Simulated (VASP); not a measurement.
# Fe2Co (Fmmm) in VASP: single point with PBE

Aim: the single point of Fe2Co with PBE.

Everything below comes from runs of VASP 6.6.1. Logs are shortened: lines on timing, memory, paths and dates and some standing lists are left out, and cuts for length are marked.

## Step 1: The cell of the first run

It takes space group Fmmm (No. 69, orthorhombic). The conventional cell has a = 2.833 Å, b = 4.043 Å, c = 12.067 Å, α = 90.00°, β = 90.00°, γ = 90.00°. Fe (site symmetry mm2) has 4 Co at 2.45 to 2.84 Å and 10 Fe at 2.47 to 2.87 Å within 3.2 Å. Within 3.2 Å of Co (site symmetry mmm) lie 8 Fe at 2.45 to 2.84 Å and 6 Co at 2.47 to 2.83 Å.

## Step 2: Single point, PBE, collinear spin, ferromagnetic start

Contents of INCAR:

```
SYSTEM = Fe2Co
  PREC = Accurate
  ENCUT = 520
  EDIFF = 1E-7
  ISMEAR = 0
  SIGMA = 0.1
  LREAL = .False.
  LASPH = .True.
  NELM = 150
  ALGO = Fast
  ISIF = 2
  LWAVE = .False.
  LCHARG = .False.
  ISPIN = 2
  MAGMOM = 4 4 3
  LORBIT = 11
  LMAXMIX = 4
  GGA = PE
  NBANDS = 24
```

Contents of KPOINTS:

```
regular mesh
0
Gamma
  8 8 8
  0 0 0
```

Contents of POSCAR:

```
Fe2Co
1.0
    0.0000000000      2.0213423322      6.0335083874
    1.4162763961      0.0000000000      6.0335083874
    1.4162763961      2.0213423322      0.0000000000
Fe Co
2 1
Direct
    0.6657684373      0.6657684373      0.3342315627
    0.3342315627      0.3342315627      0.6657684373
    0.0000000000      0.0000000000      0.0000000000
```

Potentials or basis: VASP PAW PBE potentials, release 64 (Fe, Co).

Command:

```sh
$ cat potpaw_PBE.64/Fe/POTCAR potpaw_PBE.64/Co/POTCAR > POTCAR
$ mpirun -np 1 vasp_std > vasp.out
```

OUTCAR:

```text
SYSTEM = Fe2Co
   PREC = Accurate
   ENCUT = 520
   EDIFF = 1E-7
   ISMEAR = 0
   LREAL = .False.
   LASPH = .True.
   NELM = 150
   ISIF = 2
   ISPIN = 2
   LORBIT = 11
   GGA = PE

 ion  position               nearest neighbor table
   1  0.666  0.666  0.334-   3 2.45   3 2.45   2 2.48   2 2.48   3 2.84   3 2.84   2 2.87   2 2.87

   2  0.334  0.334  0.666-   3 2.45   3 2.45   1 2.48   1 2.48   3 2.84   3 2.84   1 2.87   1 2.87

   3  0.000  0.000  0.000-   1 2.45   1 2.45   2 2.45   2 2.45   2 2.84   1 2.84   1 2.84   2 2.84

  LATTYP: Found a face centered orthorhombic cell.
 ALAT       =     2.8325527922
 B/A-ratio  =     1.4272230602
 C/A-ratio  =     4.2601206968

  Lattice vectors:

 A1 = (   0.0000000000,   2.0213423322,   6.0335083874)
 A2 = (   1.4162763961,   0.0000000000,   6.0335083874)
 A3 = (   1.4162763961,   2.0213423322,   0.0000000000)

Analysis of symmetry for initial positions (statically):
=====================================================================
 Subroutine PRICEL returns:
 Original cell was already a primitive cell.

 Routine SETGRP: Setting up the symmetry group for a
 face centered orthorhombic supercell.

 Subroutine GETGRP returns: Found  8 space group operations
 (whereof  8 operations were pure point group operations)
 out of a pool of  8 trial point group operations.

The static configuration has the point symmetry D_2h.

Analysis of symmetry for dynamics (positions and initial velocities):
=====================================================================
 Subroutine PRICEL returns:
 Original cell was already a primitive cell.

 Routine SETGRP: Setting up the symmetry group for a
 face centered orthorhombic supercell.

 Subroutine GETGRP returns: Found  8 space group operations
 (whereof  8 operations were pure point group operations)
 out of a pool of  8 trial point group operations.

The dynamic configuration has the point symmetry D_2h.

Analysis of structural, dynamic, and magnetic symmetry:
=====================================================================
 Subroutine PRICEL returns:
 Original cell was already a primitive cell.

 Routine SETGRP: Setting up the symmetry group for a
 face centered orthorhombic supercell.

 Subroutine GETGRP returns: Found  8 space group operations
 (whereof  8 operations were pure point group operations)
 out of a pool of  8 trial point group operations.

The overall configuration has the point symmetry D_2h.

 Subroutine INISYM returns: Found  8 space group operations
 (whereof  8 operations are pure point group operations),
 and found     1 'primitive' translations

----------------------------------------------------------------------------------------

                                     Primitive cell

  volume of cell :      34.5452

  direct lattice vectors                    reciprocal lattice vectors
     0.000000000  2.021342332  6.033508387    -0.353038433  0.247360376  0.082870524
     1.416276396  0.000000000  6.033508387     0.353038433 -0.247360376  0.082870524
     1.416276396  2.021342332  0.000000000     0.353038433  0.247360376 -0.082870524

  length of vectors
     6.363100524  6.197504521  2.468129586     0.438965619  0.438965619  0.438965619

  position of ions in fractional coordinates (direct lattice)
     0.665768437  0.665768437  0.334231563
     0.334231563  0.334231563  0.665768437
     0.000000000  0.000000000  0.000000000

  ion indices of the primitive-cell ions
   primitive index   ion index
                 1           1
                 2           2
                 3           3

----------------------------------------------------------------------------------------

 KPOINTS: regular mesh

Automatic generation of k-mesh.
 Grid dimensions read from file:
 generate k-points for:    8    8    8

 Generating k-lattice:

  Cartesian coordinates                     Fractional coordinates (reciprocal lattice)
    -0.044129804  0.030920047  0.010358815     0.125000000  0.000000000  0.000000000
     0.044129804 -0.030920047  0.010358815     0.000000000  0.125000000 -0.000000000
     0.044129804  0.030920047 -0.010358815     0.000000000 -0.000000000  0.125000000

  Length of vectors
     0.054870702  0.054870702  0.054870702

  Shift w.r.t. Gamma in fractional coordinates (k-lattice)
     0.000000000  0.000000000  0.000000000

 Subroutine IBZKPT returns following result:
 ===========================================

 Found     95 irreducible k-points:

 Following reciprocal coordinates:
            Coordinates               Weight
  0.000000  0.000000  0.000000      1.000000
  0.125000  0.000000  0.000000      8.000000
  0.250000  0.000000  0.000000      8.000000
  0.375000  0.000000  0.000000      8.000000
  0.500000  0.000000  0.000000      4.000000
  0.125000  0.125000  0.000000      2.000000
[... 16 lines left out ...]
  0.250000  0.000000  0.125000      8.000000
  0.375000  0.000000  0.125000      8.000000
 [... further k-points ...]
   k-points           NKPTS =     95   k-points in BZ     NKDIM =     95   number of bands    NBANDS=     24
   number of dos      NEDOS =    301   number of ions     NIONS =      3
   total plane-waves  NPLWV =  41472
   dimension x,y,z NGX =    48 NGY =   48 NGZ =   18
   dimension x,y,z NGXF=    96 NGYF=   96 NGZF=   36
   ions per type =               2   1
   NGX,Y,Z   is equivalent  to a cutoff of  12.54, 12.88, 12.12 a.u.
   NGXF,Y,Z  is equivalent  to a cutoff of  25.08, 25.75, 24.25 a.u.
 SYSTEM =  Fe2Co
   PREC   = accura    normal or accurate (medium, high low for compatibility)
   ISTART =      0    job   : 0-new  1-cont  2-samecut
   ICHARG =      2    charge: 1-file 2-atom 10-const
   ISPIN  =      2    spin polarized calculation?
   LNONCOLLINEAR =      F non collinear calculations
   LSORBIT =      F    spin-orbit coupling
   LASPH  =      T    aspherical Exc in radial PAW
   ENCUT  =  520.0 eV  38.22 Ry    6.18 a.u.  11.83 11.52  4.59*2*pi/ulx,y,z
   NELM   =    150;   NELMIN=  2; NELMDL= -5     # of ELM steps
   EDIFF  = 0.1E-06   stopping-criterion for ELM
   LREAL  =      F    real-space projection
   EDIFFG = 0.1E-05   stopping-criterion for IOM
   NSW    =      0    number of steps for IOM
   IBRION =     -1    ionic relax: 0-MD 1-quasi-New 2-CG
   NFREE  =      0    steps in history (QN), initial steepest desc. (CG)
   ISIF   =      2    stress and relaxation
   ISYM   =      2    0-nonsym 1-usesym 2-fastsym
   POTIM  = 0.5000    time-step for ionic-motion
   TEBEG  =    0.0;   TEEND  =   0.0 temperature during run
   PSTRESS=    0.0 pullay stress
   NELECT =      25.0000    total number of electrons
   NUPDOWN=      -1.0000    fix difference up-down
   EMIN   =  10.00;   EMAX   =-10.00  energy-range for DOS
   EFERMI =   0.00;   METHOD = LEGACY
   ISMEAR =     0;   SIGMA  =   0.10  broadening in eV -4-tet -1-fermi 0-gaus
   EFERMI_NEDOS =   21; number of points for ismear=-14 and -15
   IALGO  =     68    algorithm
   IMIX   =      4    mixing-type and parameters
     AMIX     =   0.40;   BMIX     =  1.00
     AMIX_MAG =   1.60;   BMIX_MAG =  1.00
  volume/ion in A,a.u.               =      11.52        77.71
  Fermi-wavevector in a.u.,A,eV,Ry     =   1.469802  2.777523 29.392918  2.160319
  Thomas-Fermi vector in A             =   2.585136
   LORBIT       =     11    0 simple, 1 ext, 2 COOP (PROOUT), +10 PAW based schemes
   GGA     = PE    functional components
   LHFCALC =     F    Hartree Fock is set to
   AEXX    =    0.0000 exact exchange contribution
   IVDW    =     0    specifies the selected vdW correction
   LEPSILON=     F    determine dielectric tensor
   LRPA    =     F    only Hartree local field effects (RPA)
 spin polarized calculation
 RMM-DIIS sequential band-by-band and
 Gauss-broadening in eV      SIGMA  =   0.10
  energy-cutoff  :      520.00
  volume of cell :       34.55
 maximum number of plane-waves:       950
   NGX = 23   NGY = 23   NGZ =  9

 number of electron      25.0000000 magnetization      11.0000000

 number of electron      24.9999999 magnetization       6.8477007

 Free energy of the ion-electron system (eV)
  ---------------------------------------------------
  ext. energy  EPLUGINS =         0.00000000
  ---------------------------------------------------
  free energy    TOTEN  =       -23.58100105 eV

  energy without entropy =      -23.57255300  energy(sigma->0) =      -23.57677702

 E-fermi :   7.1788     XC(G=0): -13.0373

 val. band max:        7.1531680219   @ k =   0.5000   0.2500   0.2500
 cond. band min:       7.1816522743   @ k =  -0.2500   0.3750   0.3750
 fundamental gap:      0.0284842524
 Fermi energy:         7.1787874995

 spin component 1

 k-point     1 :       0.0000    0.0000    0.0000
  band No.  band energies     occupation
      1      -1.5145      1.00000
      2       1.6670      1.00000
      3       1.7409      1.00000
      4       3.5823      1.00000
      5       3.8888      1.00000
      6       4.4116      1.00000
[... 16 lines left out ...]
     23      28.3632      0.00000
     24      28.8709      0.00000

 k-point     2 :       0.1250    0.0000    0.0000
  band No.  band energies     occupation
      1      -1.0248      1.00000
      2       1.8823      1.00000
      3       2.1842      1.00000
      4       3.5893      1.00000
      5       3.8822      1.00000
      6       4.1645      1.00000
[... 16 lines left out ...]
     23      27.0249      0.00000
     24      27.8108      0.00000

 k-point     3 :       0.2500    0.0000    0.0000
  band No.  band energies     occupation
      1       0.3138      1.00000
      2       2.2946      1.00000
      3       2.8599      1.00000
      4       3.4823      1.00000
      5       3.6829      1.00000
      6       3.9575      1.00000
[... 16 lines left out ...]
     23      24.5325      0.00000
     24      26.1571      0.00000
[... 514 lines left out ...]
 k-point    23 :       0.2500    0.0000    0.1250
  band No.  band energies     occupation
      1       0.1283      1.00000
      2       2.4511      1.00000
      3       2.7062      1.00000
      4       3.5055      1.00000
      5       3.6908      1.00000
      6       4.0775      1.00000
[... 16 lines left out ...]
     23      25.2853      0.00000
     24      26.8296      0.00000

 k-point    24 :       0.3750    0.0000    0.1250
  band No.  band energies     occupation
      1       1.7174      1.00000
      2       2.4593      1.00000
      3       2.8209      1.00000
      4       3.5825      1.00000
      5       3.7097      1.00000
      6       3.8084      1.00000
[... 16 lines left out ...]
     23      22.9834      0.00000
     24      23.1269      0.00000

 [... further k-points ...]

 spin component 2

 k-point     1 :       0.0000    0.0000    0.0000
  band No.  band energies     occupation
      1      -1.3680      1.00000
      2       2.2148      1.00000
      3       2.4328      1.00000
      4       5.1881      1.00000
      5       5.8302      1.00000
      6       5.9700      1.00000
[... 16 lines left out ...]
     23      28.9466      0.00000
     24      29.6385      0.00000

 k-point     2 :       0.1250    0.0000    0.0000
  band No.  band energies     occupation
      1      -0.8753      1.00000
      2       2.3764      1.00000
      3       2.9879      1.00000
      4       5.1963      1.00000
      5       5.6406      1.00000
      6       5.8174      1.00000
[... 16 lines left out ...]
     23      27.4788      0.00000
     24      28.3758      0.00000

 k-point     3 :       0.2500    0.0000    0.0000
  band No.  band energies     occupation
      1       0.5027      1.00000
      2       2.9571      1.00000
      3       3.9610      1.00000
      4       5.1399      1.00000
      5       5.3560      1.00000
      6       5.4768      1.00000
[... 16 lines left out ...]
     23      25.0383      0.00000
     24      26.6191      0.00000
[... 514 lines left out ...]
 k-point    23 :       0.2500    0.0000    0.1250
  band No.  band energies     occupation
      1       0.3045      1.00000
      2       3.1568      1.00000
      3       3.6699      1.00000
      4       5.3505      1.00000
      5       5.6293      1.00000
      6       5.6784      1.00000
[... 16 lines left out ...]
     23      25.7046      0.00000
     24      27.1469      0.00000

 k-point    24 :       0.3750    0.0000    0.1250
  band No.  band energies     occupation
      1       2.0323      1.00000
      2       3.6091      1.00000
      3       4.2676      1.00000
      4       5.2359      1.00000
      5       5.3270      1.00000
      6       5.5302      1.00000
[... 16 lines left out ...]
     23      23.4918      0.00000
     24      23.7046      0.00000

 [... further k-points ...]
[... 5 lines left out ...]
  --------------------------------------------------------------------------------------
  -------------------------------------------------------------------------------------
  Total       -0.0804141     -0.0212268     -0.0958242     -0.0000000      0.0000000      0.0000000
  in kB       -3.7295390     -0.9844806     -4.4442457     -0.0000000      0.0000000      0.0000000
  external PRESSURE =      -3.0527551 kB  Pullay stress =       0.0000000 kB

 VOLUME and BASIS-vectors are now :
 -----------------------------------------------------------------------------
  energy-cutoff  :      520.00
  volume of cell :       34.55
      direct lattice vectors                 reciprocal lattice vectors
     0.000000000  2.021342332  6.033508387    -0.353038433  0.247360376  0.082870524
     1.416276396  0.000000000  6.033508387     0.353038433 -0.247360376  0.082870524
     1.416276396  2.021342332  0.000000000     0.353038433  0.247360376 -0.082870524

 POSITION                                       TOTAL-FORCE (eV/Angst)
 -----------------------------------------------------------------------------------
      1.41628      2.02134      8.03384         0.000000      0.000000     -0.007447
      1.41628      2.02134      4.03318         0.000000      0.000000      0.007447
      0.00000      0.00000      0.00000         0.000000      0.000000      0.000000
 -----------------------------------------------------------------------------------
    total drift:                               -0.000000     -0.000000     -0.000000

  FREE ENERGIE OF THE ION-ELECTRON SYSTEM (eV)
  ---------------------------------------------------
  free  energy   TOTEN  =       -23.5810010516 eV

  energy  without entropy=      -23.5725529972  energy(sigma->0) =      -23.57677702

 total charge

# of ion       s       p       d       tot
------------------------------------------
    1        0.477   0.517   6.224   7.218
    2        0.477   0.517   6.224   7.218
    3        0.479   0.509   7.213   8.201
--------------------------------------------------
tot          1.433   1.544  19.660  22.637

 magnetization (x)

# of ion       s       p       d       tot
------------------------------------------
    1       -0.008  -0.049   2.592   2.534
    2       -0.008  -0.049   2.592   2.534
    3       -0.015  -0.058   1.874   1.802
--------------------------------------------------
tot         -0.032  -0.156   7.057   6.869
```

Run time: 4 min. Hardware: 1 thread of Intel Xeon Platinum 8488C (Sapphire Rapids), shared host; peak memory 0.31 GiB.

Results:

```yaml
Free_energy: -23.5810 eV
Pressure: -0.3 GPa
Largest_force: 0.007 eV/Å
Net_moment: 6.85 μB per cell
Site_moments: Fe +2.53; Co +1.80 μB
Valence_electrons_inside_the_program's_atomic_spheres: Fe 7.22; Co 8.20
```

Forces on the atoms (eV/Å):
```
Fe   0.000  0.000 -0.007
Fe   0.000  0.000  0.007
Co   0.000  0.000  0.000
```

Stress tensor (GPa, compression positive):
```
-0.37  0.00  0.00
 0.00 -0.10  0.00
 0.00  0.00 -0.44
```

Levels at points of the mesh, in eV from the Fermi level:
Spin up:
```
           k point  band 12  band 13  band 14  band 15  band 16  band 17  band 18  band 19  band 20  band 21
(0.00, 0.00, 0.00)    -1.89    -1.39    -1.38    -1.29    -1.24    -1.05    -0.77    11.35    11.49    19.30
(0.50, 0.00, 0.00)    -1.31    -1.06    -0.85    -0.20     0.21     1.44     1.73     6.66     8.46     8.77
(0.50, 0.50, 0.00)    -1.95    -1.52    -1.36    -1.30    -1.22    -0.19     0.19     6.65    18.05    19.12
(0.50, 0.00, 0.50)    -1.06    -0.90    -0.12     0.01     0.11     6.45     6.52     6.56     7.79     7.95
(0.00, 0.50, 0.50)    -0.44    -0.43    -0.11     0.00     2.71     2.75     6.47     7.03     9.35     9.39
```
Spin down:
| k point | band 7 | band 8 | band 9 | band 10 | band 11 | band 12 |
| --- | --- | --- | --- | --- | --- | --- |
| (0.00, 0.00, 0.00) | -0.88 | -0.74 | -0.64 | -0.46 | 0.36 | 0.47 |
| (0.50, 0.00, 0.00) | -1.21 | -1.07 | 0.30 | 0.30 | 0.58 | 1.43 |
| (0.50, 0.50, 0.00) | -0.63 | -0.60 | -0.47 | 0.19 | 0.28 | 0.38 |
| (0.50, 0.00, 0.50) | 0.19 | 0.29 | 0.38 | 1.01 | 1.02 | 1.28 |
| (0.00, 0.50, 0.50) | -1.40 | -0.78 | 0.05 | 0.84 | 1.02 | 1.96 |
